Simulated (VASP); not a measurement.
Set up this calculation in VASP 6.6.1, as the native input.

```yaml
Task: single point
Functional: LDA
Potentials_or_basis: VASP PAW LDA potentials, release 64 (Si, C)
Cutoff: 520 eV
k_mesh: 12 × 12 × 2
Occupations: gaussian, width 0.02 eV
Spin: no spin polarisation
Dipole_correction: no
Further_INCAR_settings: ALGO = Normal; EDIFF = 1e-06; NBANDS = 36
```

The structure of SiC lies in POSCAR:

```
SiC
1.0
    3.0592956230      0.0000000029      0.0000000000
   -1.5296478140      2.6494277257      0.0000000000
    0.0000000000      0.0000000000     15.0117117899
Si C
6 6
Direct
    0.3333333333      0.6666666667      0.8329904609
    0.6666666667      0.3333333333      0.3329904609
    0.6666666667      0.3333333333      0.6665017718
    0.3333333333      0.6666666667      0.1665017718
    0.0000000000      0.0000000000      0.4997210962
    0.0000000000      0.0000000000      0.9997210962
    0.0000000000      0.0000000000      0.8743700255
    0.0000000000      0.0000000000      0.3743700255
    0.3333333333      0.6666666667      0.7080047637
    0.6666666667      0.3333333333      0.2080047637
    0.6666666667      0.3333333333      0.5415128819
    0.3333333333      0.6666666667      0.0415128819
```

One way to write it, as run:

INCAR

```
SYSTEM = SiC
PREC = Accurate ; ENCUT = 520
EDIFF = 1E-6 ; ISMEAR = 0
SIGMA = 0.02 ; LREAL = .FALSE.
LASPH = .TRUE. ; NELM = 60
ALGO = Normal ; ISIF = 2
LWAVE = .FALSE. ; LCHARG = .FALSE.
GGA = CA ; NBANDS = 36
```

KPOINTS

```
Automatic mesh
0
G
  12 12 2
  0 0 0
```

Potentials or basis: VASP PAW LDA potentials, release 64 (Si, C).

Run with:

```console
$ cat potpaw_LDA.64/Si/POTCAR potpaw_LDA.64/C/POTCAR > POTCAR
$ mpirun -np 1 vasp_std > vasp.out
```

Results of the run:

* Pressure: 0.4 GPa
* Band gap on the k mesh: 1.97 eV (least direct gap 3.07 eV)

Wall time 3.7 min on 1 thread of Intel Xeon 8259CL, on a shared host, peak memory 0.26 GiB.
